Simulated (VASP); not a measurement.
# CuSi16 (a cell with a defect) in VASP: a series of runs

CuSi16 (a cell with a defect) is run at these levels: PBE; tasks: single point.

All numbers are computed with VASP 6.6.1; they aren't measurements. Logs are shortened: lines on timing, memory, paths and dates and some standing lists are left out, and cuts for length are marked.

## (1) The cell of the first run

The cell holds a defect, 17 atoms: a = 7.679 Å, b = 7.679 Å, c = 7.679 Å, α = 60.00°, β = 60.00°, γ = 60.00°.

## (2) Single point, PBE

The input, INCAR:

```
SYSTEM = CuSi16
PREC = Accurate
ENCUT = 520
EDIFF = 1E-7
ISMEAR = 0
SIGMA = 0.05
LREAL = Auto
LASPH = .TRUE.
NELM = 100
ALGO = Normal
ISIF = 2
LWAVE = .FALSE.
LCHARG = .FALSE.
GGA = PE
NBANDS = 52
NELECT = 74.0
```

The input, KPOINTS:

```
Automatic mesh
0
G
  2 2 2
  0 0 0
```

The input, POSCAR:

```
CuSi16
1.0
    0.0000000000      5.4300000000      5.4300000000
    5.4300000000      0.0000000000      5.4300000000
    5.4300000000      5.4300000000      0.0000000000
Si Cu
16 1
Direct
    0.0014590224      0.0051903918     -0.0118977140
    0.1184393741      0.1412366047      0.1176949074
   -0.0009007930      0.0010459594      0.5080496744
    0.1437705230      0.1219016142      0.6138000981
   -0.0428060341      0.5087427769      0.0247081821
    0.1181876034      0.6231460810      0.1171982813
   -0.0011348021      0.4928919122      0.5075218441
    0.1120972217      0.6178348872      0.6531752584
    0.4923476312      0.0136068399     -0.0040822873
    0.6288348944      0.1262157266      0.1194595520
    0.5149219779     -0.0040635706      0.4935177566
    0.6270368365      0.1283697076      0.6215601158
    0.4921326670      0.4986443220     -0.0038335778
    0.5854878901      0.6400662766      0.1351658009
    0.4865035051      0.5006641079      0.5126095006
    0.6268458037      0.6235699327      0.6218429089
    0.1611607787      0.7762782297      0.2863723988
```

Potentials or basis: VASP PAW PBE potentials, release 64 (Si, Cu).

Launch:

```bash
> cat potpaw_PBE.64/Si/POTCAR potpaw_PBE.64/Cu/POTCAR > POTCAR
> mpirun -np 1 vasp_std > vasp.out
```

OUTCAR:

```text
SYSTEM = CuSi16
   PREC = Accurate
   ENCUT = 520
   EDIFF = 1E-7
   ISMEAR = 0
   LREAL = Auto
   LASPH = .TRUE.
   NELM = 100
   ISIF = 2
   GGA = PE
   NELECT = 74.0

 ion  position               nearest neighbor table
   1  0.001  0.005  0.988-  10 2.34   4 2.35   6 2.40   2 2.40  17 2.54
   2  0.118  0.141  0.118-   5 2.32   9 2.34  17 2.35   1 2.40   3 2.45
   3  0.999  0.001  0.508-   4 2.33  12 2.33   8 2.41   2 2.45  17 2.47
   4  0.144  0.122  0.614-  11 2.33   7 2.33   3 2.33   1 2.35
   5  0.957  0.509  0.025-   2 2.32   6 2.32  14 2.33   8 2.34
   6  0.118  0.623  0.117-   5 2.32  13 2.34  17 2.35   1 2.40   7 2.45
   7  0.999  0.493  0.508-   4 2.33  16 2.33   8 2.41   6 2.45  17 2.46
   8  0.112  0.618  0.653-   5 2.34  15 2.35  17 2.35   3 2.41   7 2.41
   9  0.492  0.014  0.996-  10 2.34   2 2.34  12 2.35  14 2.35
  10  0.629  0.126  0.119-   1 2.34  13 2.34   9 2.34  11 2.35
  11  0.515  0.996  0.494-   4 2.33  16 2.34  12 2.34  10 2.35
  12  0.627  0.128  0.622-   3 2.33  15 2.34  11 2.34   9 2.35
  13  0.492  0.499  0.996-  10 2.34   6 2.34  16 2.35  14 2.35
  14  0.585  0.640  0.135-   5 2.33   9 2.35  13 2.35  15 2.37  17 2.66
  15  0.487  0.501  0.513-  12 2.34  16 2.34   8 2.35  14 2.37
  16  0.627  0.624  0.622-   7 2.33  11 2.34  15 2.34  13 2.35
  17  0.161  0.776  0.286-   2 2.35   6 2.35   8 2.35   7 2.46   3 2.47   1 2.54  14 2.66

  LATTYP: Found a face centered cubic cell.
 ALAT       =    10.8600000000

  Lattice vectors:

 A1 = (   0.0000000000,   5.4300000000,   5.4300000000)
 A2 = (   5.4300000000,   0.0000000000,   5.4300000000)
 A3 = (   5.4300000000,   5.4300000000,   0.0000000000)

Analysis of symmetry for initial positions (statically):
=====================================================================
 Subroutine PRICEL returns:
 Original cell was already a primitive cell.

 Routine SETGRP: Setting up the symmetry group for a
 face centered cubic supercell.

 Subroutine GETGRP returns: Found  1 space group operations
 (whereof  1 operations were pure point group operations)
 out of a pool of 48 trial point group operations.

The static configuration has the point symmetry C_1 .

Analysis of symmetry for dynamics (positions and initial velocities):
=====================================================================
 Subroutine PRICEL returns:
 Original cell was already a primitive cell.

 Routine SETGRP: Setting up the symmetry group for a
 face centered cubic supercell.

 Subroutine GETGRP returns: Found  1 space group operations
 (whereof  1 operations were pure point group operations)
 out of a pool of 48 trial point group operations.

The dynamic configuration has the point symmetry C_1 .

 Subroutine INISYM returns: Found  1 space group operations
 (whereof  1 operations are pure point group operations),
 and found     1 'primitive' translations

----------------------------------------------------------------------------------------

                                     Primitive cell

  volume of cell :     320.2060

  direct lattice vectors                    reciprocal lattice vectors
     0.000000000  5.430000000  5.430000000    -0.092081031  0.092081031  0.092081031
     5.430000000  0.000000000  5.430000000     0.092081031 -0.092081031  0.092081031
     5.430000000  5.430000000  0.000000000     0.092081031  0.092081031 -0.092081031

  length of vectors
     7.679179644  7.679179644  7.679179644     0.159489025  0.159489025  0.159489025

  position of ions in fractional coordinates (direct lattice)
     0.001459022  0.005190392  0.988102286
     0.118439374  0.141236605  0.117694907
     0.999099207  0.001045959  0.508049674
     0.143770523  0.121901614  0.613800098
     0.957193966  0.508742777  0.024708182
     0.118187603  0.623146081  0.117198281
[... 9 lines left out ...]
     0.626845804  0.623569933  0.621842909
     0.161160779  0.776278230  0.286372399

  ion indices of the primitive-cell ions
   primitive index   ion index
                 1           1
                 2           2
                 3           3
                 4           4
                 5           5
                 6           6
[... 9 lines left out ...]
                16          16
                17          17

----------------------------------------------------------------------------------------

 KPOINTS: Automatic mesh

Automatic generation of k-mesh.
 Grid dimensions read from file:
 generate k-points for:    2    2    2

 Generating k-lattice:

  Cartesian coordinates                     Fractional coordinates (reciprocal lattice)
    -0.046040516  0.046040516  0.046040516     0.500000000  0.000000000  0.000000000
     0.046040516 -0.046040516  0.046040516     0.000000000  0.500000000  0.000000000
     0.046040516  0.046040516 -0.046040516     0.000000000  0.000000000  0.500000000

  Length of vectors
     0.079744512  0.079744512  0.079744512

[... 39 lines left out ...]
   NSW    =      0    number of steps for IOM
   IBRION =     -1    ionic relax: 0-MD 1-quasi-New 2-CG
   NFREE  =      0    steps in history (QN), initial steepest desc. (CG)
   ISIF   =      2    stress and relaxation
   ISYM   =      2    0-nonsym 1-usesym 2-fastsym
   POTIM  = 0.5000    time-step for ionic-motion
   TEBEG  =    0.0;   TEEND  =   0.0 temperature during run
   PSTRESS=    0.0 pullay stress
   NELECT =      74.0000    total number of electrons
   NUPDOWN=      -1.0000    fix difference up-down
   EMIN   =  10.00;   EMAX   =-10.00  energy-range for DOS
   EFERMI =   0.00;   METHOD = LEGACY
   ISMEAR =     0;   SIGMA  =   0.05  broadening in eV -4-tet -1-fermi 0-gaus
   EFERMI_NEDOS =   21; number of points for ismear=-14 and -15
   IALGO  =     38    algorithm
   IMIX   =      4    mixing-type and parameters
     AMIX     =   0.40;   BMIX     =  1.00
     AMIX_MAG =   1.60;   BMIX_MAG =  1.00
  volume/ion in A,a.u.               =      18.84       127.11
  Fermi-wavevector in a.u.,A,eV,Ry     =   1.004636  1.898488 13.732283  1.009294
  Thomas-Fermi vector in A             =   2.137265
   LORBIT       =      0    0 simple, 1 ext, 2 COOP (PROOUT), +10 PAW based schemes
   GGA     = PE    functional components
   LHFCALC =     F    Hartree Fock is set to
   AEXX    =    0.0000 exact exchange contribution
   IVDW    =     0    specifies the selected vdW correction
   LEPSILON=     F    determine dielectric tensor
   LRPA    =     F    only Hartree local field effects (RPA)
 non-spin polarized calculation
 Gauss-broadening in eV      SIGMA  =   0.05
  energy-cutoff  :      520.00
  volume of cell :      320.21
 maximum number of plane-waves:      8646
 NGX is ok and might be reduce to    60
   NGX = 29   NGY = 29   NGZ = 29

 number of electron      74.0000003 magnetization

 Free energy of the ion-electron system (eV)
  ---------------------------------------------------
  ext. energy  EPLUGINS =         0.00000000
  ---------------------------------------------------
  free energy    TOTEN  =       -94.22269302 eV

  energy without entropy =      -94.22228782  energy(sigma->0) =      -94.22249042

 E-fermi :   6.4036     XC(G=0):  -9.6099

 val. band max:        6.3190486131   @ k =   0.0000   0.0000   0.0000
 cond. band min:       6.4880676374   @ k =   0.0000   0.0000   0.0000
 fundamental gap:      0.1690190244
 Fermi energy:         6.4035581339

 k-point     1 :       0.0000    0.0000    0.0000
  band No.  band energies     occupation
      1      -5.8946      2.00000
      2      -3.5302      2.00000
      3      -3.5168      2.00000
      4      -3.4858      2.00000
      5      -3.4653      2.00000
      6      -2.0099      2.00000
[... 41 lines left out ...]
     48       8.4647      0.00000
     49       8.5787      0.00000

 k-point     2 :       0.5000    0.0000    0.0000
  band No.  band energies     occupation
      1      -5.2575      2.00000
      2      -4.8991      2.00000
      3      -3.2446      2.00000
      4      -3.2283      2.00000
      5      -3.1980      2.00000
      6      -3.0650      2.00000
[... 304 lines left out ...]
 k-point     8 :       0.5000    0.0000    0.5000
  band No.  band energies     occupation
      1      -4.9279      2.00000
      2      -4.7223      2.00000
      3      -3.8825      2.00000
      4      -3.7628      2.00000
      5      -3.7606      2.00000
      6      -3.7296      2.00000
[... 41 lines left out ...]
     48      10.4755      0.00000
     49      10.4938      0.00000
 [bands above 49 left out]

------------------------ aborting loop because EDIFF is reached ----------------------------------------

  FORCE on cell =-STRESS in cart. coord.  units (eV):
  Direction    XX          YY          ZZ          XY          YZ          ZX
  --------------------------------------------------------------------------------------
  -------------------------------------------------------------------------------------
  Total       -1.3924771     -1.9633761     -1.3154835     -0.1569434      0.0358484      0.8004056
  in kB       -6.9673744     -9.8239152     -6.5821308     -0.7852794      0.1793704      4.0048960
  external PRESSURE =      -7.7911401 kB  Pullay stress =       0.0000000 kB

 VOLUME and BASIS-vectors are now :
 -----------------------------------------------------------------------------
  energy-cutoff  :      520.00
  volume of cell :      320.21
      direct lattice vectors                 reciprocal lattice vectors
     0.000000000  5.430000000  5.430000000    -0.092081031  0.092081031  0.092081031
     5.430000000  0.000000000  5.430000000     0.092081031 -0.092081031  0.092081031
     5.430000000  5.430000000  0.000000000     0.092081031  0.092081031 -0.092081031

 POSITION                                       TOTAL-FORCE (eV/Angst)
 -----------------------------------------------------------------------------------
      5.39358      5.37332      0.03611         0.004050     -0.016663      0.012771
      1.40600      1.28221      1.41004         0.011156      0.008332     -0.005919
      2.76439      8.18382      5.43079         0.005085     -0.016380      0.017001
      3.99486      4.11361      1.44260         0.002185      0.015112     -0.017624
      2.89664      5.33173      7.96004        -0.001857     -0.012736      0.021640
      4.02007      1.27815      4.02544        -0.004795      0.010690     -0.022378
[... 9 lines left out ...]
      6.76259      6.78038      6.78976         0.004548      0.004109     -0.007261
      5.77019      2.43011      5.09029        -0.011601      0.005357      0.010280
 -----------------------------------------------------------------------------------
    total drift:                               -0.001469      0.010460      0.003803

  FREE ENERGIE OF THE ION-ELECTRON SYSTEM (eV)
  ---------------------------------------------------
  free  energy   TOTEN  =       -94.2226930150 eV

  energy  without entropy=      -94.2222878164  energy(sigma->0) =      -94.22249042
```

Run time: 3.7 min. Hardware: 1 thread of Intel Xeon 6975P-C (Granite Rapids), shared host; peak memory 0.49 GiB.

What came out:

| Quantity | Value |
| --- | --- |
| Free energy | -94.2227 eV |
| Largest force | 0.025 eV/Å |

Forces in eV/Å, atoms in the order of the input:
```
Si   0.004 -0.017  0.013
Si   0.011  0.008 -0.006
Si   0.005 -0.016  0.017
Si   0.002  0.015 -0.018
Si  -0.002 -0.013  0.022
Si  -0.005  0.011 -0.022
Si  -0.002 -0.010 -0.004
Si   0.004  0.012 -0.015
Si  -0.003 -0.006  0.009
Si  -0.002  0.005 -0.009
Si   0.003 -0.014  0.010
Si   0.000  0.009 -0.014
Si  -0.003 -0.008  0.012
Si  -0.004  0.020 -0.008
Si   0.000 -0.008  0.010
Si   0.005  0.004 -0.007
Cu  -0.012  0.005  0.010
```

Caveat: the k points lie up to 0.50 Å⁻¹ apart; the cell carries a net charge on a neutralising background, which shifts energy and pressure; the cell is charged against a uniform background, so pressure and absolute levels hang on convention.

## (3) Single point, PBE

The input, INCAR:

```
SYSTEM = CuSi16
  ALGO = Normal
  EDIFF = 1E-6
  ENCUT = 520
  GGA = PE
  ISIF = 2
  ISMEAR = 0
  LASPH = .TRUE.
  LCHARG = .TRUE.
  LELF = .TRUE.
  LREAL = Auto
  LVHAR = .TRUE.
  LWAVE = .FALSE.
  NBANDS = 52
  NELECT = 74.0
  NELM = 100
  PREC = Accurate
  SIGMA = 0.05
```

The input, KPOINTS:

```
k-points
0
G
  2 2 2
  0 0 0
```

The input, POSCAR:

```
CuSi16
1.0
    0.0000000000      5.4300000000      5.4300000000
    5.4300000000      0.0000000000      5.4300000000
    5.4300000000      5.4300000000      0.0000000000
Si Cu
16 1
Direct
   -0.0021435824      0.0013278812      0.0034466842
    0.1239835884      0.1323448995      0.1182788270
   -0.0169733240      0.0023657762      0.5083024947
    0.1120794357      0.1265194072      0.6291485738
    0.0048940651      0.5033220405      0.0113002172
    0.1297813843      0.6289889448      0.1318583577
   -0.0005037778      0.4990027784      0.5058816575
    0.1196957020      0.6200735114      0.6371761971
    0.5081633026      0.0070891763     -0.0266974811
    0.6253375645      0.1249174697      0.1127222214
    0.4859228381     -0.0145375692      0.4898113251
    0.6150438672      0.1160362249      0.6019127446
    0.5023900724      0.4973050228      0.0033905298
    0.6335003935      0.6239841509      0.1177721272
    0.5026677868      0.4836815554      0.5074028555
    0.6268303604      0.6118512301      0.6290416887
    0.3481967031      0.8489724098      0.3399729597
```

Potentials or basis: VASP PAW PBE potentials, release 64 (Si, Cu).

Launch:

```bash
> cat potpaw_PBE.64/Si/POTCAR potpaw_PBE.64/Cu/POTCAR > POTCAR
> mpirun -np 1 vasp_std > vasp.out
```

It took 3.4 min on 1 thread of Intel Xeon 6975P-C (Granite Rapids), shared host; peak memory 0.48 GiB.

The run converged. Its results:

* Free energy: -94.2228 eV
* Largest force: 0.025 eV/Å

Forces in eV/Å, atoms in the order of the input:
```
Si  -0.001 -0.012  0.007
Si  -0.001  0.004 -0.005
Si   0.008 -0.014  0.005
Si   0.000  0.004 -0.009
Si   0.002 -0.015  0.011
Si  -0.001  0.008 -0.007
Si   0.001 -0.004  0.001
Si  -0.007  0.008 -0.005
Si   0.002 -0.021  0.014
Si  -0.003  0.000 -0.005
Si   0.011  0.005  0.015
Si  -0.002  0.012 -0.011
Si  -0.003 -0.006  0.007
Si  -0.013  0.009 -0.015
Si   0.005  0.000  0.000
Si   0.000  0.009 -0.007
Cu   0.003  0.013  0.004
```

Levels at points of the mesh, in eV from the Fermi level:
```
           k point  band 34  band 35  band 36  band 37  band 38  band 39  band 40  band 41
(0.00, 0.00, 0.00)    -1.01    -0.64    -0.19    -0.08     0.08     0.40     0.59     0.61
(0.50, 0.00, 0.00)    -0.94    -0.90    -0.84    -0.75     0.55     1.12     1.25     1.31
(0.00, 0.50, 0.00)    -0.94    -0.90    -0.84    -0.74     0.55     1.12     1.25     1.31
(0.00, 0.00, 0.50)    -0.94    -0.89    -0.87    -0.80     0.50     1.15     1.24     1.32
(0.50, 0.50, 0.50)    -0.91    -0.89    -0.66    -0.52     0.52     1.00     1.34     1.37
(0.50, 0.50, 0.00)    -1.51    -1.50    -1.41    -1.12     0.67     0.98     1.95     2.05
(0.00, 0.50, 0.50)    -1.54    -1.46    -1.43    -1.08     0.66     0.99     1.94     2.06
(0.50, 0.00, 0.50)    -1.54    -1.46    -1.43    -1.08     0.65     0.99     1.94     2.06
```

Caveat: the k points lie up to 0.50 Å⁻¹ apart; the cell carries a net charge on a neutralising background, which shifts energy and pressure; the cell is charged against a uniform background, so pressure and absolute levels hang on convention.

## (4) Single point, PBE

The input, INCAR:

```
ALGO = Normal
EDIFF = 1E-7
ENCUT = 520
GGA = PE
ISIF = 2
ISMEAR = 0
LASPH = True
LCHARG = False
LREAL = Auto
LWAVE = False
NBANDS = 52
NELECT = 74.0
NELM = 80
PREC = Accurate
SIGMA = 0.05
```

The input, KPOINTS:

```
k-points
0
Gamma
  2 2 2
```

The input, POSCAR:

```
CuSi16
1.0
    0.0000000000      5.4300000000      5.4300000000
    5.4300000000      0.0000000000      5.4300000000
    5.4300000000      5.4300000000      0.0000000000
Si Cu
16 1
Direct
    0.0014590239      0.0051903315     -0.0118976980
    0.1184394107      0.1412366483      0.1176948435
   -0.0009008287      0.0010459484      0.5080496317
    0.1437705341      0.1219016575      0.6138000000
   -0.0428059853      0.5087428177      0.0247081952
    0.1181875691      0.6231461326      0.1171982505
   -0.0011348066      0.4928918969      0.5075219153
    0.1120972376      0.6178348066      0.6531753223
    0.4923476980      0.0136068140     -0.0040823204
    0.6288348987      0.1262157459      0.1194595764
    0.5149220074     -0.0040636280      0.4935177716
    0.6270368324      0.1283697974      0.6215600368
    0.4921326888      0.4986442910     -0.0038336096
    0.5854879374      0.6400662063      0.1351658379
    0.4865034991      0.5006640884      0.5126095764
    0.6268457643      0.6235698895      0.6218430018
    0.1611607735      0.7762782689      0.2863723757
```

Launch:

```bash
> cat potpaw_PBE.64/Si/POTCAR potpaw_PBE.64/Cu/POTCAR > POTCAR
> mpirun -np 1 vasp_std > vasp.out
```

Run time: 3.2 min. Hardware: 1 thread of Intel Xeon 6975P-C (Granite Rapids), shared host; peak memory 0.5 GiB.

The run converged. Its results:

```
Free energy   : -94.2227 eV
Largest force : 0.025 eV/Å
```

Forces in eV/Å, atoms in the order of the input:
```
Si   0.004 -0.017  0.013
Si   0.011  0.008 -0.006
Si   0.005 -0.016  0.017
Si   0.002  0.015 -0.018
Si  -0.002 -0.013  0.022
Si  -0.005  0.011 -0.022
Si  -0.002 -0.010 -0.004
Si   0.004  0.012 -0.015
Si  -0.003 -0.006  0.009
Si  -0.002  0.005 -0.009
Si   0.003 -0.014  0.010
Si   0.000  0.009 -0.014
Si  -0.003 -0.008  0.012
Si  -0.004  0.020 -0.008
Si   0.000 -0.008  0.010
Si   0.005  0.004 -0.007
Cu  -0.012  0.005  0.010
```

Levels at points of the mesh, in eV from the Fermi level:
```tsv
k point	band 35	band 36	band 37	band 38	band 39	band 40
(0.00, 0.00, 0.00)	-0.64	-0.20	-0.08	0.08	0.40	0.58
(0.50, 0.00, 0.00)	-0.89	-0.67	-0.51	0.52	1.00	1.33
(0.00, 0.50, 0.00)	-0.91	-0.84	-0.74	0.55	1.12	1.25
(0.00, 0.00, 0.50)	-0.89	-0.88	-0.81	0.49	1.15	1.24
(0.50, 0.50, 0.50)	-0.91	-0.84	-0.75	0.55	1.12	1.25
(0.50, 0.50, 0.00)	-1.46	-1.43	-1.08	0.65	0.99	1.94
(0.00, 0.50, 0.50)	-1.46	-1.43	-1.08	0.65	0.99	1.94
(0.50, 0.00, 0.50)	-1.51	-1.42	-1.12	0.67	0.98	1.95
```

Caveat: the k points lie up to 0.50 Å⁻¹ apart; the cell carries a net charge on a neutralising background, which shifts energy and pressure; the cell is charged against a uniform background, so pressure and absolute levels hang on convention.
